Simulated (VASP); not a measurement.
# BeS in VASP: notebook

The runs below take BeS through single point, with HSE06.

Everything below comes from runs of VASP 6.6.1. Logs are shortened: lines on timing, memory, paths and dates and some standing lists are left out, and cuts for length are marked.

## (1) The cell of the first run

The structure is cubic, space group Fm-3m (No. 225). The conventional cell has a = 4.449 Å, b = 4.449 Å, c = 4.449 Å, α = 90.00°, β = 90.00°, γ = 90.00°. Within 2.9 Å of Be (site symmetry m-3m) lie 6 S at 2.22 Å. Within 2.9 Å of S (site symmetry m-3m) lie 6 Be at 2.22 Å.

## (2) Single point, HSE06 (strain -4.0%)

Contents of POSCAR:

```
BeS
1.0
    0.0000000000      2.2246053091      2.2246053091
    2.2246053091      0.0000000000      2.2246053091
    2.2246053091      2.2246053091      0.0000000000
Be S
1 1
Direct
    0.0000000000      0.0000000000      0.0000000000
    0.5000000000      0.5000000000      0.5000000000
```

Contents of INCAR.step1:

```
SYSTEM = BeS
PREC = Accurate ; ENCUT = 520
EDIFF = 1E-5 ; ISMEAR = 0
SIGMA = 0.01 ; LREAL = .False.
LASPH = .True. ; NELM = 80
ALGO = Normal ; ISIF = 2
LWAVE = .True. ; LCHARG = .False.
GGA = PE ; NBANDS = 11
```

Contents of INCAR.step2:

```
SYSTEM = BeS
PREC = Accurate ; ENCUT = 520
EDIFF = 1E-7 ; ISMEAR = 0
SIGMA = 0.01 ; LREAL = .False.
LASPH = .True. ; NELM = 80
ALGO = Normal ; ISIF = 2
LWAVE = .False. ; LCHARG = .False.
GGA = PE ; LHFCALC = .True.
HFSCREEN = 0.2079 ; PRECFOCK = Normal
ISTART = 1 ; NBANDS = 11
```

Contents of KPOINTS:

```
Automatic mesh
0
Gamma
  6 6 6
  0 0 0
```

Potentials or basis: VASP PAW PBE potentials, release 64 (Be, S).

Started as:

```bash
cat potpaw_PBE.64/Be/POTCAR potpaw_PBE.64/S/POTCAR > POTCAR
cp INCAR.step1 INCAR
mpirun -np 1 vasp_std > vasp.out
cp INCAR.step2 INCAR
mpirun -np 1 vasp_std > vasp.out
```

OUTCAR:

```text
SYSTEM = BeS
   PREC = Accurate
   ENCUT = 520
   EDIFF = 1E-7
   ISMEAR = 0
   LREAL = .False.
   LASPH = .True.
   NELM = 80
   ISIF = 2
   GGA = PE
   LHFCALC = .True.
   HFSCREEN = 0.2079
   PRECFOCK = Normal
   ISTART = 1

 ion  position               nearest neighbor table
   1  0.000  0.000  0.000-   2 2.22   2 2.22   2 2.22   2 2.22   2 2.22   2 2.22
   2  0.500  0.500  0.500-   1 2.22   1 2.22   1 2.22   1 2.22   1 2.22   1 2.22

  LATTYP: Found a face centered cubic cell.
 ALAT       =     4.4492106182

  Lattice vectors:

 A1 = (   0.0000000000,   2.2246053091,   2.2246053091)
 A2 = (   2.2246053091,   0.0000000000,   2.2246053091)
 A3 = (   2.2246053091,   2.2246053091,   0.0000000000)

Analysis of symmetry for initial positions (statically):
=====================================================================
 Subroutine PRICEL returns:
 Original cell was already a primitive cell.

 Routine SETGRP: Setting up the symmetry group for a
 face centered cubic supercell.

 Subroutine GETGRP returns: Found 48 space group operations
 (whereof 48 operations were pure point group operations)
 out of a pool of 48 trial point group operations.

The static configuration has the point symmetry O_h .

Analysis of symmetry for dynamics (positions and initial velocities):
=====================================================================
 Subroutine PRICEL returns:
 Original cell was already a primitive cell.

 Routine SETGRP: Setting up the symmetry group for a
 face centered cubic supercell.

 Subroutine GETGRP returns: Found 48 space group operations
 (whereof 48 operations were pure point group operations)
 out of a pool of 48 trial point group operations.

The dynamic configuration has the point symmetry O_h .

 Subroutine INISYM returns: Found 48 space group operations
 (whereof 48 operations are pure point group operations),
 and found     1 'primitive' translations

----------------------------------------------------------------------------------------

                                     Primitive cell

  volume of cell :      22.0186

  direct lattice vectors                    reciprocal lattice vectors
     0.000000000  2.224605309  2.224605309    -0.224758971  0.224758971  0.224758971
     2.224605309  0.000000000  2.224605309     0.224758971 -0.224758971  0.224758971
     2.224605309  2.224605309  0.000000000     0.224758971  0.224758971 -0.224758971

  length of vectors
     3.146066999  3.146066999  3.146066999     0.389293957  0.389293957  0.389293957
[... 88 lines left out ...]
   EFERMI_NEDOS =   21; number of points for ismear=-14 and -15
   IALGO  =     38    algorithm
   IMIX   =      1    mixing-type and parameters
     AMIX     =   0.40;   BMIX     =  1.00
     AMIX_MAG =   1.60;   BMIX_MAG =  1.00
  volume/ion in A,a.u.               =      11.01        74.29
  Fermi-wavevector in a.u.,A,eV,Ry     =   1.168177  2.207534 18.567010  1.364637
  Thomas-Fermi vector in A             =   2.304667
   LORBIT       =      0    0 simple, 1 ext, 2 COOP (PROOUT), +10 PAW based schemes
   GGA     = PE    functional components
   LHFCALC =     T    Hartree Fock is set to
   PRECFOCK=normal    Normal, Fast or Accurate (Low or Medium for compatibility)
   ENCUT4O =  -1.0   cutoff for four orbital integrals eV
   NKREDX  =     1    reduce k-point grid by
   NKREDY  =     1    reduce k-point grid by
   NKREDZ  =     1    reduce k-point grid by
   AEXX    =    0.2500 exact exchange contribution
   HFSCREEN=    0.2079 screening length (either q_TF or 0.3 A-1)
   HFSCREENC=   0.2079 screening length for correlation (either q_TF or 0.3 A-1)
   ENCUTFOCK=  -1.0 apply spherical cutoff to Coloumb kernel
   IVDW    =     0    specifies the selected vdW correction
   LEPSILON=     F    determine dielectric tensor
   LRPA    =     F    only Hartree local field effects (RPA)
 non-spin polarized calculation
 Gauss-broadening in eV      SIGMA  =   0.01
  energy-cutoff  :      520.00
  volume of cell :       22.02
 maximum number of plane-waves:       609
  NGX = 18; NGY = 18; NGZ = 18

 number of electron       8.0000000 magnetization

 Free energy of the ion-electron system (eV)
  ---------------------------------------------------
  ext. energy  EPLUGINS =         0.00000000
  ---------------------------------------------------
  free energy    TOTEN  =       -10.06638419 eV

  energy without entropy =      -10.06638419  energy(sigma->0) =      -10.06638419

 E-fermi :   7.8192     XC(G=0):  -9.1684

 val. band max:        7.6836414932   @ k =  -0.1667   0.1667   0.0000
 cond. band min:       9.4913089663   @ k =   0.5000   0.5000   0.0000
 fundamental gap:      1.8076674731
 Fermi energy:         7.8191585164

 k-point     1 :       0.0000    0.0000    0.0000
  band No.  band energies     occupation
      1     -10.1868      2.00000
      2       7.3081      2.00000
      3       7.3081      2.00000
      4       7.3081      2.00000
      5      15.7252      0.00000
      6      17.4508      0.00000
      7      17.4508      0.00000
      8      17.4508      0.00000
      9      19.4011      0.00000
     10      19.4011      0.00000
     11      19.4011      0.00000
[... 197 lines left out ...]
 k-point    16 :      -0.3333    0.5000    0.1667
  band No.  band energies     occupation
      1      -5.7220      2.00000
      2      -0.1383      2.00000
      3       1.9386      2.00000
      4       2.9794      2.00000
      5      11.9454      0.00000
      6      15.4429      0.00000
      7      17.1627      0.00000
      8      21.4472      0.00000
      9      22.9733      0.00000
     10      25.0796      0.00000
     11      28.2943      0.00000

------------------------ aborting loop because EDIFF is reached ----------------------------------------

  FORCE on cell =-STRESS in cart. coord.  units (eV):
  Direction    XX          YY          ZZ          XY          YZ          ZX
  --------------------------------------------------------------------------------------
  -------------------------------------------------------------------------------------
  Total        2.0300722      2.0300722      2.0300722     -0.0000000      0.0000000      0.0000000
  in kB      147.7179131    147.7179131    147.7179131     -0.0000000      0.0000000      0.0000000
  external PRESSURE =     147.7179131 kB  Pullay stress =       0.0000000 kB

 VOLUME and BASIS-vectors are now :
 -----------------------------------------------------------------------------
  energy-cutoff  :      520.00
  volume of cell :       22.02
      direct lattice vectors                 reciprocal lattice vectors
     0.000000000  2.224605309  2.224605309    -0.224758971  0.224758971  0.224758971
     2.224605309  0.000000000  2.224605309     0.224758971 -0.224758971  0.224758971
     2.224605309  2.224605309  0.000000000     0.224758971  0.224758971 -0.224758971

 POSITION                                       TOTAL-FORCE (eV/Angst)
 -----------------------------------------------------------------------------------
      0.00000      0.00000      0.00000        -0.000000      0.000000      0.000000
      2.22461      2.22461      2.22461         0.000000     -0.000000     -0.000000
 -----------------------------------------------------------------------------------
    total drift:                               -0.000000     -0.000000     -0.000000

  FREE ENERGIE OF THE ION-ELECTRON SYSTEM (eV)
  ---------------------------------------------------
  free  energy   TOTEN  =       -10.0663841867 eV

  energy  without entropy=      -10.0663841867  energy(sigma->0) =      -10.06638419
```

OSZICAR.step1:

```text
N       E                     dE             d eps       ncg     rms          rms(c)
DAV:   1     0.205296604873E+02    0.20530E+02   -0.40253E+03   352   0.637E+02
DAV:   2    -0.777198693329E+01   -0.28302E+02   -0.26510E+02   468   0.119E+02
DAV:   3    -0.880527230310E+01   -0.10333E+01   -0.10309E+01   448   0.226E+01
DAV:   4    -0.880938719639E+01   -0.41149E-02   -0.41143E-02   454   0.166E+00
DAV:   5    -0.880940679436E+01   -0.19598E-04   -0.19598E-04   428   0.105E-01    0.774E+00
DAV:   6    -0.875118385335E+01    0.58223E-01   -0.11341E-01   402   0.147E+00    0.514E+00
DAV:   7    -0.874847869230E+01    0.27052E-02   -0.60532E-02   400   0.121E+00    0.129E+00
DAV:   8    -0.874787161928E+01    0.60707E-03   -0.66317E-03   425   0.400E-01    0.128E-01
DAV:   9    -0.874787654031E+01   -0.49210E-05   -0.15848E-04   412   0.890E-02    0.480E-02
DAV:  10    -0.874788400972E+01   -0.74694E-05   -0.14270E-05   391   0.224E-02
   1 F= -.87478840E+01 E0= -.87478840E+01  d E =-.716167E-23
```

Wall time 3.5 min (1 thread of Intel Xeon 6975P-C (Granite Rapids), shared host); peak memory 0.23 GiB.

Results:

```
Free energy            : -10.0664 eV
Pressure               : 14.8 GPa
Band gap on the k mesh : 1.81 eV (least direct gap 5.34 eV)
```

Levels at points of the mesh, in eV from the valence-band top:
```
           k point  band 2  band 3  band 4  band 5  band 6  band 7
(0.00, 0.00, 0.00)   -0.38   -0.38   -0.38    8.04    9.77    9.77
(0.50, 0.00, 0.00)   -9.02   -0.66   -0.66    4.67    4.67    5.38
(0.50, 0.50, 0.00)   -8.59   -4.06   -4.06    1.81    4.60   14.59
```

Caveat: the cell differs from its parent crystal (strain -4.0%); the cell stands under pressure; the PAW data sets were made with another functional, which shifts forces and pressure a little.

(Continued in part 2 of 3.)
